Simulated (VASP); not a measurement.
# AlN (F-43m) in VASP: further runs

The runs below take AlN through vibrations by perturbation theory, with PBE.

Program: VASP 6.6.1. These are calculated values, not measurements. Logs are shortened: lines on timing, memory, paths and dates and some standing lists are left out, and cuts for length are marked.

## Step 1: The cell of the first run

Symmetry: F-43m, No. 216, cubic system. The conventional cell has a = 4.360 Å, b = 4.360 Å, c = 4.360 Å, α = 90.00°, β = 90.00°, γ = 90.00°. Al (site symmetry -43m) has 4 N at 1.89 Å within 2.5 Å. Within 2.5 Å of N (site symmetry -43m) lie 4 Al at 1.89 Å.

## Step 2: Vibrations by perturbation theory, PBE

INCAR

```
  ALGO = Normal
  EDIFF = 1E-8
  ENCUT = 520
  GGA = PE
  IBRION = 8
  ISIF = 2
  ISMEAR = 0
  LASPH = T
  LCHARG = F
  LEPSILON = T
  LREAL = F
  LWAVE = F
  NBANDS = 11
  NELM = 100
  NSW = 1
  PREC = Accurate
  SIGMA = 0.01
```

KPOINTS

```
k-points
0
Gamma
  10 10 10
```

POSCAR

```
AlN
1.0
    0.0000000000      2.1801290276      2.1801290276
    2.1801290276      0.0000000000      2.1801290276
    2.1801290276      2.1801290276      0.0000000000
Al N
1 1
Direct
    0.0000000000      0.0000000000      0.0000000000
    0.7500000000      0.7500000000      0.7500000000
```

Potentials or basis: VASP PAW PBE potentials, release 64 (Al, N).

Run with:

```bash
> cat potpaw_PBE.64/Al/POTCAR potpaw_PBE.64/N/POTCAR > POTCAR
> mpirun -np 1 vasp_std > vasp.out
```

OUTCAR:

```text
EDIFF = 1E-8
   ENCUT = 520
   GGA = PE
   IBRION = 8
   ISIF = 2
   ISMEAR = 0
   LASPH = T
   LEPSILON = T
   LREAL = F
   NELM = 100
   NSW = 1
   PREC = Accurate

 ion  position               nearest neighbor table
   1  0.000  0.000  0.000-   2 1.89   2 1.89   2 1.89   2 1.89
   2  0.750  0.750  0.750-   1 1.89   1 1.89   1 1.89   1 1.89

  LATTYP: Found a face centered cubic cell.
 ALAT       =     4.3602580552

  Lattice vectors:

 A1 = (   0.0000000000,   2.1801290276,   2.1801290276)
 A2 = (   2.1801290276,   0.0000000000,   2.1801290276)
 A3 = (   2.1801290276,   2.1801290276,   0.0000000000)

Analysis of symmetry for initial positions (statically):
=====================================================================
 Subroutine PRICEL returns:
 Original cell was already a primitive cell.

 Routine SETGRP: Setting up the symmetry group for a
 face centered cubic supercell.

 Subroutine GETGRP returns: Found 24 space group operations
 (whereof 24 operations were pure point group operations)
 out of a pool of 48 trial point group operations.

The static configuration has the point symmetry T_d .

Analysis of symmetry for dynamics (positions and initial velocities):
=====================================================================
 Subroutine PRICEL returns:
 Original cell was already a primitive cell.

 Routine SETGRP: Setting up the symmetry group for a
 face centered cubic supercell.

 Subroutine GETGRP returns: Found 24 space group operations
 (whereof 24 operations were pure point group operations)
 out of a pool of 48 trial point group operations.

The dynamic configuration has the point symmetry T_d .

 Subroutine INISYM returns: Found 24 space group operations
 (whereof 24 operations are pure point group operations),
 and found     1 'primitive' translations

----------------------------------------------------------------------------------------
[... 567 lines left out ...]
     0.00000  9.55519  0.00032

 MACROSCOPIC STATIC DIELECTRIC TENSOR (including local field effects in DFT)
 ------------------------------------------------------
           4.567009     0.000000     0.000000
           0.000000     4.567009     0.000000
          -0.000000    -0.000000     4.567009
 ------------------------------------------------------

 PIEZOELECTRIC TENSOR (including local field effects)  for field in x, y, z        (e  Angst)
          XX          YY          ZZ          XY          YZ          ZX
  --------------------------------------------------------------------------------
  x     0.00000    -0.00000    -0.00000     0.00000     0.80105     0.00000
  y     0.00000    -0.00000     0.00000     0.00000     0.00000     0.80105
  z    -0.00000    -0.00000     0.00000     0.80105     0.00000     0.00000

 PIEZOELECTRIC TENSOR (including local field effects)  for field in x, y, z        (C/m^2)
          XX          YY          ZZ          XY          YZ          ZX
  --------------------------------------------------------------------------------
  x     0.00000    -0.00000    -0.00000     0.00000     0.61929     0.00000
  y     0.00000    -0.00000     0.00000     0.00000     0.00000     0.61929
  z    -0.00000    -0.00000     0.00000     0.61929     0.00000     0.00000

 BORN EFFECTIVE CHARGES (including local field effects) (in |e|, cummulative output)
 ---------------------------------------------------------------------------------
 ion    1
    1     2.53332     0.00000     0.00000
    2    -0.00000     2.53332    -0.00000
    3     0.00000     0.00000     2.53332
 ion    2
    1    -2.53332     0.00000     0.00000
    2     0.00000    -2.53332     0.00000
    3    -0.00000    -0.00000    -2.53332

 INTERNAL STRAIN TENSOR FOR ION    2 for displacements in x,y,z  (eV/Angst):
          X           Y           Z          XY          YZ          ZX
  --------------------------------------------------------------------------------
  x    -0.00000     0.00000     0.00000     0.00000     9.55519     0.00000
  y    -0.00000     0.00000    -0.00000     0.00000     0.00000     9.55519
  z     0.00000     0.00000    -0.00000     9.55519     0.00000     0.00000

 SECOND DERIVATIVES (NOT SYMMETRIZED)
 ------------------------------------
               1X          1Y          1Z          2X          2Y          2Z
  1X   -14.910433    0.000000    0.000000   14.910433    0.000000    0.000000
  1Y     0.000000  -14.910433    0.000000    0.000000   14.910433    0.000000
  1Z     0.000000    0.000000  -14.910433    0.000000    0.000000   14.910433
  2X    14.909444    0.000000    0.000000  -14.909444    0.000000    0.000000
  2Y     0.000000   14.909444    0.000000    0.000000  -14.909444    0.000000
  2Z     0.000000    0.000000   14.909444    0.000000    0.000000  -14.909444

 Eigenvectors and eigenvalues of the dynamical matrix
 ----------------------------------------------------

   1 f  =   19.882656 THz   124.926409 2PiTHz  663.214002 cm-1    82.228019 meV
             X         Y         Z           dx          dy          dz
      0.000000  0.000000  0.000000     0.000000    0.584511    0.000000
      3.270194  3.270194  3.270194     0.000000   -0.811386    0.000000
[... 21 lines left out ...]
   6 f/i=    0.000313 THz     0.001965 2PiTHz    0.010432 cm-1     0.001293 meV
             X         Y         Z           dx          dy          dz
      0.000000  0.000000  0.000000     0.000000    0.000000    0.811386
      3.270194  3.270194  3.270194     0.000000    0.000000    0.584511

--------------------------------------------------------------------------------------------------------

 MACROSCOPIC STATIC DIELECTRIC TENSOR IONIC CONTRIBUTION
 ------------------------------------------------------
           3.758320     0.000000    -0.000000
           0.000000     3.758320    -0.000000
          -0.000000    -0.000000     3.758320
 ------------------------------------------------------

 ELASTIC MODULI CONTR FROM IONIC RELAXATION (kBar)
 Direction    XX          YY          ZZ          XY          YZ          ZX
 --------------------------------------------------------------------------------
 XX          -0.0000      0.0000      0.0000     -0.0000      0.0000      0.0000
 YY           0.0000     -0.0000      0.0000     -0.0000     -0.0000     -0.0000
 ZZ           0.0000      0.0000     -0.0000      0.0000     -0.0000      0.0000
 XY          -0.0000     -0.0000      0.0000   -446.7767      0.0000      0.0000
 YZ           0.0000     -0.0000     -0.0000      0.0000   -446.7767     -0.0000
 ZX           0.0000     -0.0000      0.0000      0.0000      0.0000   -446.7767
 --------------------------------------------------------------------------------

 PIEZOELECTRIC TENSOR IONIC CONTR  for field in x, y, z        (C/m^2)
          XX          YY          ZZ          XY          YZ          ZX
  --------------------------------------------------------------------------------
  x     0.00000    -0.00000    -0.00000     0.00000    -1.21931    -0.00000
  y     0.00000    -0.00000     0.00000     0.00000     0.00000    -1.21931
  z    -0.00000    -0.00000     0.00000    -1.21931     0.00000     0.00000
```

OSZICAR:

```text
N       E                     dE             d eps       ncg     rms          rms(c)
DAV:   1     0.123621269224E+02    0.12362E+02   -0.39212E+03  1042   0.607E+02
DAV:   2    -0.162807795639E+02   -0.28643E+02   -0.27797E+02  1281   0.141E+02
DAV:   3    -0.172225638815E+02   -0.94178E+00   -0.94065E+00  1268   0.242E+01
DAV:   4    -0.172275114657E+02   -0.49476E-02   -0.49472E-02  1178   0.195E+00
[... 138 lines left out ...]
RMM:   7    -0.238928931825E+00    0.40879E-05   -0.83170E-08  6377   0.127E-03    0.948E-05
RMM:   8    -0.238927715634E+00    0.12162E-05   -0.30268E-09  6662   0.130E-04    0.515E-05
RMM:   9    -0.238927699944E+00    0.15690E-07    0.78287E-10  6631   0.600E-05    0.501E-06
RMM:  10    -0.238927723068E+00   -0.23124E-07    0.50291E-10  6968   0.539E-06    0.209E-06
RMM:  11    -0.238927730942E+00   -0.78738E-08    0.80016E-10  6039   0.384E-06    0.199E-07
 Linear response finished
```

stdout:

```text
POSCAR found type information on POSCAR AlN
 POSCAR found :  2 types and       2 ions
 scaLAPACK will be used
 LDA part: xc-table for (Slater+PW92), standard interpolation
 POSCAR, INCAR and KPOINTS ok, starting setup
 FFT: planning ... GRIDC
 FFT: planning ... GRID_SOFT
 FFT: planning ... GRID
 WAVECAR not read
 entering main loop
[... 23 lines left out ...]
  Direction:   3
 dielectric tensor                  component  3 :     0.426     0.628     4.567
 Linear response DOF=           2
 Linear response progress:
 first order change of Fermi-energy   0.77145E-04
 force on displaced ion       1 direction 1 : -14.910   0.000   0.000
 Born effective charge ion    1 direction 1 :   2.533   0.000   0.000
 Linear response progress:
 first order change of Fermi-energy   0.28187E-03
 force on displaced ion       2 direction 1 : -14.909  -0.000  -0.000
 Born effective charge ion    2 direction 1 :  -2.533   0.000   0.000
 Born effective charges drift removed
 Linear response finished
```

Wall time 9.1 min (1 thread of AMD EPYC 7R13, shared host); peak memory 0.19 GiB.

What came out:

| Item | Value |
| --- | --- |
| Electronic dielectric tensor (diagonal) | 4.57 |
| Born charges (mean of the diagonal) | Al +2.53; N -2.53 e |
| Highest phonon frequency at Γ, LO-TO splitting left out | 663 cm⁻¹ |

Phonon frequencies in cm⁻¹ (negative: imaginary):
```tsv
q point	frequencies
(0.000, 0.000, 0.000)	0 0 0 663 663 663
```

Electronic dielectric tensor:
```
4.57 0.00 0.00
0.00 4.57 0.00
0.00 0.00 4.57
```

Born effective charge tensors (e):
atom 1, Al
```
2.53 0.00 0.00
0.00 2.53 0.00
0.00 0.00 2.53
```
atom 2, N
```
-2.53  0.00  0.00
 0.00 -2.53  0.00
 0.00  0.00 -2.53
```

Caveat: the cell wasn't relaxed at this level first, which shifts response properties.

## Step 3: Vibrations by perturbation theory, PBE

This run uses another cell than the first one, of 10.41 Å³/atom, 1.005 times its volume.

INCAR

```
PREC = Accurate ; ENCUT = 520
EDIFF = 1E-8 ; ISMEAR = 0
SIGMA = 0.01 ; LREAL = False
LASPH = True ; NELM = 60
ALGO = Normal ; ISIF = 2
LWAVE = False ; LCHARG = False
GGA = PE ; IBRION = 8
NSW = 1 ; LEPSILON = True
```

KPOINTS

```
Automatic mesh
0
Gamma
  10 10 10
```

POSCAR

```
AlN
1.0
    0.0000000000      2.1835316753      2.1835316753
    2.1835316753      0.0000000000      2.1835316753
    2.1835316753      2.1835316753      0.0000000000
Al N
1 1
Direct
    0.0000000000      0.0000000000      0.0000000000
    0.7500000000      0.7500000000      0.7500000000
```

Potentials or basis: VASP PAW PBE potentials, release 64 (Al, N).

Run with:

```bash
> cat potpaw_PBE.64/Al/POTCAR potpaw_PBE.64/N/POTCAR > POTCAR
> mpirun -np 1 vasp_std > vasp.out
```

OUTCAR:

```text
PREC = Accurate
   ENCUT = 520
   EDIFF = 1E-8
   ISMEAR = 0
   LREAL = False
   LASPH = True
   NELM = 60
   ISIF = 2
   GGA = PE
   IBRION = 8
   NSW = 1
   LEPSILON = True

 ion  position               nearest neighbor table
   1  0.000  0.000  0.000-   2 1.89   2 1.89   2 1.89   2 1.89
   2  0.750  0.750  0.750-   1 1.89   1 1.89   1 1.89   1 1.89

  LATTYP: Found a face centered cubic cell.
 ALAT       =     4.3670633506

[... 591 lines left out ...]
      3.275298  3.275298  3.275298    -0.000000   -0.811380    0.000000
[... 21 lines left out ...]
   6 f/i=    0.000505 THz     0.003173 2PiTHz    0.016845 cm-1     0.002089 meV
             X         Y         Z           dx          dy          dz
      0.000000  0.000000  0.000000     0.601608   -0.490639   -0.235964
      3.275298  3.275298  3.275298     0.433399   -0.353456   -0.169989

--------------------------------------------------------------------------------------------------------

 MACROSCOPIC STATIC DIELECTRIC TENSOR IONIC CONTRIBUTION
 ------------------------------------------------------
           3.793583    -0.000000    -0.000000
          -0.000000     3.793583    -0.000000
          -0.000000    -0.000000     3.793583
 ------------------------------------------------------

 ELASTIC MODULI CONTR FROM IONIC RELAXATION (kBar)
 Direction    XX          YY          ZZ          XY          YZ          ZX
 --------------------------------------------------------------------------------
 XX          -0.0000     -0.0000     -0.0000      0.0000      0.0000     -0.0000
 YY          -0.0000     -0.0000      0.0000      0.0000      0.0000      0.0000
 ZZ          -0.0000      0.0000     -0.0000      0.0000      0.0000     -0.0000
 XY           0.0000      0.0000      0.0000   -426.3252      0.0000      0.0000
 YZ           0.0000      0.0000      0.0000      0.0000   -426.3252      0.0000
 ZX          -0.0000      0.0000     -0.0000      0.0000      0.0000   -426.3252
 --------------------------------------------------------------------------------

 PIEZOELECTRIC TENSOR IONIC CONTR  for field in x, y, z        (C/m^2)
          XX          YY          ZZ          XY          YZ          ZX
  --------------------------------------------------------------------------------
  x     0.00000     0.00000     0.00000     0.00000    -1.19665     0.00000
  y    -0.00000     0.00000    -0.00000     0.00000     0.00000    -1.19665
  z     0.00000     0.00000     0.00000    -1.19665     0.00000     0.00000
```

Wall time 90 s (1 thread of Intel Xeon Platinum 8375C at 2.90GHz (Ice Lake), shared host); peak memory 0.2 GiB.

Results:

```
Electronic dielectric tensor (diagonal)                 : 4.58
Born charges (mean of the diagonal)                     : Al +2.53; N -2.53 e
Highest phonon frequency at Γ, LO-TO splitting left out : 659 cm⁻¹
```

Phonon frequencies in cm⁻¹ (negative: imaginary):
```
              q point        frequencies
(0.000, 0.000, 0.000)  0 0 0 659 659 659
```

Electronic dielectric tensor:
```
4.58 0.00 0.00
0.00 4.58 0.00
0.00 0.00 4.58
```

Born effective charge tensors (e):
atom 1, Al
```
2.53 0.00 0.00
0.00 2.53 0.00
0.00 0.00 2.53
```
atom 2, N
```
-2.53  0.00  0.00
 0.00 -2.53  0.00
 0.00  0.00 -2.53
```

Caveat: the cell wasn't relaxed at this level first, which shifts response properties.
